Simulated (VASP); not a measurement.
# Mo (Im-3m) in VASP: further runs

Mo is run at these levels: r2SCAN; tasks: relaxation of cell and atoms, single point.

Program: VASP 6.6.1. These are calculated values, not measurements. Logs are shortened: lines on timing, memory, paths and dates and some standing lists are left out, and cuts for length are marked.

### Step 1. The cell of the first run

It takes space group Im-3m (No. 229, cubic). Conventional cell: a = 3.171 Å, b = 3.171 Å, c = 3.171 Å, α = 90.00°, β = 90.00°, γ = 90.00°. Within 3.6 Å of Mo (site symmetry m-3m) lie 14 Mo at 2.75 to 3.17 Å.

### Step 2. Relaxation of cell and atoms, r2SCAN, target pressure -2 GPa, at which the enthalpy is minimised

File POSCAR:

```
Mo
1.0
   -1.5853538676      1.5853538676      1.5853538676
    1.5853538676     -1.5853538676      1.5853538676
    1.5853538676      1.5853538676     -1.5853538676
Mo
1
Direct
    0.0000000000      0.0000000000      0.0000000000
```

File INCAR.step1:

```
SYSTEM = Mo
PREC = Accurate
ENCUT = 600
ISMEAR = 0
SIGMA = 0.1
LREAL = .False.
LASPH = .True.
NELM = 60
GGA = PE
ALGO = Normal
EDIFF = 1E-4
LWAVE = .True.
LCHARG = .False.
```

File INCAR.step2:

```
SYSTEM = Mo
PREC = Accurate
ENCUT = 600
EDIFF = 1E-6
ISMEAR = 0
SIGMA = 0.1
LREAL = .False.
LASPH = .True.
NELM = 60
ALGO = Normal
ISIF = 3
LWAVE = .False.
LCHARG = .False.
METAGGA = R2SCAN
LMIXTAU = .True.
IBRION = 2
NSW = 70
EDIFFG = -0.008
PSTRESS = -20.0
ISTART = 1
```

File KPOINTS:

```
Automatic mesh
0
Gamma
  18 18 18
  0 0 0
```

Potentials or basis: VASP PAW PBE potentials, release 64 (Mo_sv).

The run is started by

```
> cat potpaw_PBE.64/Mo_sv/POTCAR > POTCAR
> cp INCAR.step1 INCAR
> mpirun -np 1 vasp_std > vasp.out
> cp INCAR.step2 INCAR
> mpirun -np 1 vasp_std > vasp.out
```

OUTCAR:

```text
SYSTEM = Mo
   PREC = Accurate
   ENCUT = 600
   EDIFF = 1E-6
   ISMEAR = 0
   LREAL = .False.
   LASPH = .True.
   NELM = 60
   ISIF = 3
   METAGGA = R2SCAN
   IBRION = 2
   NSW = 70
   EDIFFG = -0.008
   PSTRESS = -20.0
   ISTART = 1

 ion  position               nearest neighbor table
   1  0.000  0.000  0.000-

  LATTYP: Found a body centered cubic cell.
 ALAT       =     3.1707077352

  Lattice vectors:

 A1 = (  -1.5853538676,   1.5853538676,   1.5853538676)
 A2 = (   1.5853538676,  -1.5853538676,   1.5853538676)
 A3 = (   1.5853538676,   1.5853538676,  -1.5853538676)

Analysis of symmetry for initial positions (statically):
=====================================================================
 Subroutine PRICEL returns:
 Original cell was already a primitive cell.

 Routine SETGRP: Setting up the symmetry group for a
 body centered cubic supercell.

 Subroutine GETGRP returns: Found 48 space group operations
 (whereof 48 operations were pure point group operations)
 out of a pool of 48 trial point group operations.

The static configuration has the point symmetry O_h .

Analysis of symmetry for dynamics (positions and initial velocities):
=====================================================================
 Subroutine PRICEL returns:
 Original cell was already a primitive cell.

 Routine SETGRP: Setting up the symmetry group for a
 body centered cubic supercell.

 Subroutine GETGRP returns: Found 48 space group operations
 (whereof 48 operations were pure point group operations)
 out of a pool of 48 trial point group operations.

The dynamic configuration has the point symmetry O_h .

 Subroutine INISYM returns: Found 48 space group operations
 (whereof 48 operations are pure point group operations),
 and found     1 'primitive' translations

----------------------------------------------------------------------------------------

                                     Primitive cell

  volume of cell :      15.9382

  direct lattice vectors                    reciprocal lattice vectors
    -1.585353868  1.585353868  1.585353868     0.000000000  0.315387000  0.315387000
     1.585353868 -1.585353868  1.585353868     0.315387000  0.000000000  0.315387000
     1.585353868  1.585353868 -1.585353868     0.315387000  0.315387000  0.000000000

  length of vectors
     2.745913447  2.745913447  2.745913447     0.446024573  0.446024573  0.446024573

  position of ions in fractional coordinates (direct lattice)
     0.000000000  0.000000000  0.000000000

  ion indices of the primitive-cell ions
   primitive index   ion index
                 1           1

----------------------------------------------------------------------------------------

 KPOINTS: Automatic mesh

Automatic generation of k-mesh.
 Grid dimensions read from file:
 generate k-points for:   18   18   18

 Generating k-lattice:

  Cartesian coordinates                     Fractional coordinates (reciprocal lattice)
     0.000000000  0.017521500  0.017521500     0.055555556  0.000000000  0.000000000
     0.017521500  0.000000000  0.017521500     0.000000000  0.055555556  0.000000000
     0.017521500  0.017521500  0.000000000     0.000000000  0.000000000  0.055555556

  Length of vectors
     0.024779143  0.024779143  0.024779143

  Shift w.r.t. Gamma in fractional coordinates (k-lattice)
     0.000000000  0.000000000  0.000000000

 Subroutine IBZKPT returns following result:
 ===========================================

 Found    195 irreducible k-points:

 Following reciprocal coordinates:
            Coordinates               Weight
  0.000000  0.000000  0.000000      1.000000
  0.055556  0.000000  0.000000     12.000000
  0.111111  0.000000  0.000000     12.000000
  0.166667  0.000000  0.000000     12.000000
  0.222222  0.000000  0.000000     12.000000
  0.277778  0.000000  0.000000     12.000000
[... 16 lines left out ...]
  0.333333  0.111111  0.000000     48.000000
  0.388889  0.111111  0.000000     48.000000
 [... further k-points ...]
   k-points           NKPTS =    195   k-points in BZ     NKDIM =    195   number of bands    NBANDS=     11
   number of dos      NEDOS =    301   number of ions     NIONS =      1
   total plane-waves  NPLWV =  13824
   dimension x,y,z NGX =    24 NGY =   24 NGZ =   24
   dimension x,y,z NGXF=    48 NGYF=   48 NGZF=   48
   ions per type =               1
   NGX,Y,Z   is equivalent  to a cutoff of  14.53, 14.53, 14.53 a.u.
   NGXF,Y,Z  is equivalent  to a cutoff of  29.06, 29.06, 29.06 a.u.
 SYSTEM =  Mo
   PREC   = accura    normal or accurate (medium, high low for compatibility)
   ISTART =      1    job   : 0-new  1-cont  2-samecut
   ICHARG =      0    charge: 1-file 2-atom 10-const
   ISPIN  =      1    spin polarized calculation?
   LNONCOLLINEAR =      F non collinear calculations
   LSORBIT =      F    spin-orbit coupling
   LASPH  =      T    aspherical Exc in radial PAW
   ENCUT  =  600.0 eV  44.10 Ry    6.64 a.u.   5.48  5.48  5.48*2*pi/ulx,y,z
   NELM   =     60;   NELMIN=  2; NELMDL=  0     # of ELM steps
   EDIFF  = 0.1E-05   stopping-criterion for ELM
   LREAL  =      F    real-space projection
   EDIFFG = -.8E-02   stopping-criterion for IOM
   NSW    =     70    number of steps for IOM
   IBRION =      2    ionic relax: 0-MD 1-quasi-New 2-CG
   NFREE  =      1    steps in history (QN), initial steepest desc. (CG)
   ISIF   =      3    stress and relaxation
   ISYM   =      2    0-nonsym 1-usesym 2-fastsym
   POTIM  = 0.5000    time-step for ionic-motion
   TEBEG  =    0.0;   TEEND  =   0.0 temperature during run
   PSTRESS=  -20.0 pullay stress
   NELECT =      14.0000    total number of electrons
   NUPDOWN=      -1.0000    fix difference up-down
   EMIN   =  10.00;   EMAX   =-10.00  energy-range for DOS
   EFERMI =   0.00;   METHOD = LEGACY
   ISMEAR =     0;   SIGMA  =   0.10  broadening in eV -4-tet -1-fermi 0-gaus
   EFERMI_NEDOS =   21; number of points for ismear=-14 and -15
   IALGO  =     38    algorithm
   IMIX   =      4    mixing-type and parameters
     AMIX     =   0.40;   BMIX     =  1.00
     AMIX_MAG =   1.60;   BMIX_MAG =  1.00
  volume/ion in A,a.u.               =      15.94       107.56
  Fermi-wavevector in a.u.,A,eV,Ry     =   1.567850  2.962808 33.445229  2.458155
  Thomas-Fermi vector in A             =   2.669969
   LORBIT       =      0    0 simple, 1 ext, 2 COOP (PROOUT), +10 PAW based schemes
   METAGGA = R2SCAN    functional components
   LHFCALC =     F    Hartree Fock is set to
   AEXX    =    0.0000 exact exchange contribution
   IVDW    =     0    specifies the selected vdW correction
   LEPSILON=     F    determine dielectric tensor
   LRPA    =     F    only Hartree local field effects (RPA)
 conjugate gradient relaxation of ions
 non-spin polarized calculation
 Gauss-broadening in eV      SIGMA  =   0.10
  energy-cutoff  :      600.00
  volume of cell :       15.94
 maximum number of plane-waves:       555
 NGX is ok and might be reduce to    24

--------------------------------------- Ionic step        1  -------------------------------------------

 number of electron      14.0000002 magnetization

 Free energy of the ion-electron system (eV)
  ---------------------------------------------------
  ext. energy  EPLUGINS =         0.00000000
  ---------------------------------------------------
  free energy    TOTEN  =       -26.07272578 eV

  energy without entropy =      -26.06984480  energy(sigma->0) =      -26.07128529

------------------------ aborting loop because EDIFF is reached ----------------------------------------

  FORCE on cell =-STRESS in cart. coord.  units (eV):
  Direction    XX          YY          ZZ          XY          YZ          ZX
  --------------------------------------------------------------------------------------
  -------------------------------------------------------------------------------------
  Total       -0.3977406     -0.3977406     -0.3977406      0.0000000      0.0000000     -0.0000000
  in kB      -39.9826801    -39.9826801    -39.9826801      0.0000000      0.0000000     -0.0000000
  external PRESSURE =     -19.9826801 kB  Pullay stress =     -20.0000000 kB

 VOLUME and BASIS-vectors are now :
 -----------------------------------------------------------------------------
  energy-cutoff  :      600.00
  volume of cell :       15.94
      direct lattice vectors                 reciprocal lattice vectors
    -1.585353868  1.585353868  1.585353868     0.000000000  0.315387000  0.315387000
     1.585353868 -1.585353868  1.585353868     0.315387000  0.000000000  0.315387000
     1.585353868  1.585353868 -1.585353868     0.315387000  0.315387000  0.000000000
[... 44 lines left out ...]
  FREE ENERGIE OF THE ION-ELECTRON SYSTEM (eV)
  ---------------------------------------------------
  free  energy   TOTEN  =       -26.0732913776 eV

  energy  without entropy=      -26.0705542336  energy(sigma->0) =      -26.07192281

  enthalpy is  TOTEN    =       -26.2665786544 eV   P V=       -0.1932872768

--------------------------------------- Ionic step        3  -------------------------------------------

 number of electron      14.0000002 magnetization

 Free energy of the ion-electron system (eV)
  ---------------------------------------------------
  ext. energy  EPLUGINS =         0.00000000
  ---------------------------------------------------
  free energy    TOTEN  =       -26.07503234 eV

  energy without entropy =      -26.07216153  energy(sigma->0) =      -26.07359693

 E-fermi :  12.3698     XC(G=0): -14.5633

 val. band max:       12.3670824896   @ k =  -0.3889   0.4444   0.2778
 cond. band min:      12.3846428235   @ k =   0.3889   0.1111   0.0556
 fundamental gap:      0.0175603339
 Fermi energy:        12.3697998471

 k-point     1 :       0.0000    0.0000    0.0000
  band No.  band energies     occupation
      1     -50.8632      2.00000
      2     -23.3631      2.00000
      3     -23.3631      2.00000
      4     -23.3631      2.00000
      5       4.7356      2.00000
      6      10.9598      2.00000
      7      10.9598      2.00000
      8      10.9598      2.00000
      9      14.2530      0.00000
     10      14.2530      0.00000
     11      27.8386      0.00000

 k-point     2 :       0.0556    0.0000    0.0000
  band No.  band energies     occupation
      1     -50.8550      2.00000
      2     -23.4101      2.00000
      3     -23.3775      2.00000
      4     -23.3634      2.00000
      5       4.8781      2.00000
      6      10.8788      2.00000
      7      10.9460      2.00000
      8      11.0918      2.00000
      9      14.1311      0.00000
     10      14.2539      0.00000
     11      27.9443      0.00000
[... 295 lines left out ...]
 k-point    24 :       0.3889    0.1111    0.0000
  band No.  band energies     occupation
      1     -50.5835      2.00000
      2     -24.7249      2.00000
      3     -23.8642      2.00000
      4     -23.4374      2.00000
      5       7.2620      2.00000
      6       8.9930      2.00000
      7      12.3160      1.55342
      8      14.0794      0.00000
      9      15.2500      0.00000
     10      17.8716      0.00000
     11      24.5198      0.00000

 [... further k-points ...]

------------------------ aborting loop because EDIFF is reached ----------------------------------------

  FORCE on cell =-STRESS in cart. coord.  units (eV):
  Direction    XX          YY          ZZ          XY          YZ          ZX
  --------------------------------------------------------------------------------------
  -------------------------------------------------------------------------------------
  Total       -0.1976197     -0.1976197     -0.1976197      0.0000000      0.0000000     -0.0000000
  in kB      -20.0194872    -20.0194872    -20.0194872      0.0000000      0.0000000     -0.0000000
  external PRESSURE =      -0.0194872 kB  Pullay stress =     -20.0000000 kB

 VOLUME and BASIS-vectors are now :
 -----------------------------------------------------------------------------
  energy-cutoff  :      600.00
  volume of cell :       15.82
      direct lattice vectors                 reciprocal lattice vectors
    -1.581281859  1.581281859  1.581281859     0.000000000  0.316199163  0.316199163
     1.581281859 -1.581281859  1.581281859     0.316199163  0.000000000  0.316199163
     1.581281859  1.581281859 -1.581281859     0.316199163  0.316199163  0.000000000

 POSITION                                       TOTAL-FORCE (eV/Angst)
 -----------------------------------------------------------------------------------
      0.00000      0.00000     -0.00000         0.000000      0.000000      0.000000
 -----------------------------------------------------------------------------------
    total drift:                               -0.000000      0.000000      0.000000

  FREE ENERGIE OF THE ION-ELECTRON SYSTEM (eV)
  ---------------------------------------------------
  free  energy   TOTEN  =       -26.0750323352 eV

  energy  without entropy=      -26.0721615290  energy(sigma->0) =      -26.07359693

  enthalpy is  TOTEN    =       -26.2724596644 eV   P V=       -0.1974273293

 reached required accuracy - stopping structural energy minimisation
```

Run time: 9.1 min. Hardware: 1 thread of AMD EPYC 7R43 (Zen 3), shared host; peak memory 0.15 GiB.

What came out:

```yaml
Free_energy: -26.0750 eV
Relaxed_volume: 15.82 Å³/atom
Relaxed_cell: a = 2.739 Å, b = 2.739 Å, c = 2.739 Å, α = 109.47°, β = 109.47°, γ = 109.47°
Space_group_after_relaxing_to_0.1_Å: Im-3m (No. 229)
Energy_change_on_relaxing_the_run_minimises_the_enthalpy: -2.3 meV/atom
Ionic_steps: 3
Pressure_after_relaxing: -2.0 GPa
Band_gap_on_the_k_mesh: zero (bands 7 and 8 overlap by 5.47 eV)
```

The path:
| step | energy change (eV) | largest force (eV/Å) | pressure (GPa) | volume (Å³) |
| --- | --- | --- | --- | --- |
| 1 | 0.0000 | 0.0000 | -4.00 | 15.94 |
| 2 | -0.0006 | 0.0000 | 3.82 | 15.48 |
| 3 | -0.0023 | 0.0000 | -2.00 | 15.82 |

Final structure:
```
Mo
1.0
    -1.58128    1.58128    1.58128
     1.58128   -1.58128    1.58128
     1.58128    1.58128   -1.58128
Mo
1
Direct
  0.00000 0.00000 0.00000
```

Levels at points of the mesh, in eV from the Fermi level:
| k point | band 5 | band 6 | band 7 | band 8 | band 9 | band 10 |
| --- | --- | --- | --- | --- | --- | --- |
| (0.00, 0.00, 0.00) | -7.63 | -1.41 | -1.41 | -1.41 | 1.88 | 1.88 |
| (0.50, 0.00, 0.00) | -5.53 | -3.54 | 1.52 | 1.85 | 2.54 | 4.83 |
| (0.50, 0.50, 0.50) | -5.56 | -5.56 | 4.06 | 4.06 | 4.06 | 9.37 |

Caveat: the cell is relaxed towards a set pressure, so the run minimises the enthalpy, not the energy; the PAW data sets were made with another functional, which shifts forces and pressure a little.

### Step 3. Single point, r2SCAN

This run uses another cell than the first one: it holds 4 atoms, not 1.

File POSCAR:

```
Mo
1.0
    0.0000000000     -3.1504302922      3.1504302922
    3.1504302922     -3.1504302922      0.0000000000
    3.1504302922      0.0000000000      3.1504302922
Mo
4
Direct
    0.0000000000      0.0000000000      0.0000000000
    0.2500000000      0.2500000000      0.2500000000
    0.5000000000      0.5000000000      0.5000000000
    0.7500000000      0.7500000000      0.7500000000
```

File INCAR.step1:

```
SYSTEM = Mo
PREC = Accurate
ENCUT = 520
ISMEAR = 0
SIGMA = 0.1
LREAL = .False.
LASPH = .True.
NELM = 100
NBANDS = 36
GGA = PE
ALGO = Normal
EDIFF = 1E-4
LWAVE = .True.
LCHARG = .False.
```

File INCAR.step2:

```
SYSTEM = Mo
PREC = Accurate
ENCUT = 520
EDIFF = 1E-6
ISMEAR = 0
SIGMA = 0.1
LREAL = .False.
LASPH = .True.
NELM = 100
ALGO = Normal
ISIF = 2
LWAVE = .False.
LCHARG = .False.
METAGGA = R2SCAN
LMIXTAU = .True.
NBANDS = 36
ISTART = 1
```

File KPOINTS:

```
Automatic mesh
0
Gamma
  12 12 12
  0 0 0
```

Potentials or basis: VASP PAW PBE potentials, release 64 (Mo_sv).

The run is started by

```
> cat potpaw_PBE.64/Mo_sv/POTCAR > POTCAR
> cp INCAR.step1 INCAR
> mpirun -np 1 vasp_std > vasp.out
> cp INCAR.step2 INCAR
> mpirun -np 1 vasp_std > vasp.out
```

It took 6.8 min on 1 thread of Intel Xeon Platinum 8375C at 2.90GHz (Ice Lake), shared host; peak memory 0.29 GiB.

Results (log left out):

```
Free energy            : -104.3233 eV
Pressure               : 1.3 GPa
Band gap on the k mesh : zero (bands 28 and 29 overlap by 0.33 eV)
```

Levels at points of the mesh, in eV from the Fermi level:
| k point | band 25 | band 26 | band 27 | band 28 | band 29 | band 30 | band 31 | band 32 |
| --- | --- | --- | --- | --- | --- | --- | --- | --- |
| (0.00, 0.00, 0.00) | -2.80 | -1.42 | -1.42 | -1.42 | 1.91 | 1.91 | 2.72 | 2.72 |
| (0.50, 0.00, 0.00) | -2.93 | -2.93 | -2.93 | -2.93 | 1.91 | 1.91 | 1.91 | 1.91 |
| (0.50, 0.50, 0.00) | -0.67 | -0.67 | -0.67 | -0.67 | 0.91 | 0.91 | 1.58 | 1.58 |

Caveat: the PAW data sets were made with another functional, which shifts forces and pressure a little.

The gap in the log of VASP goes by the Fermi energy; the results here count the filled bands.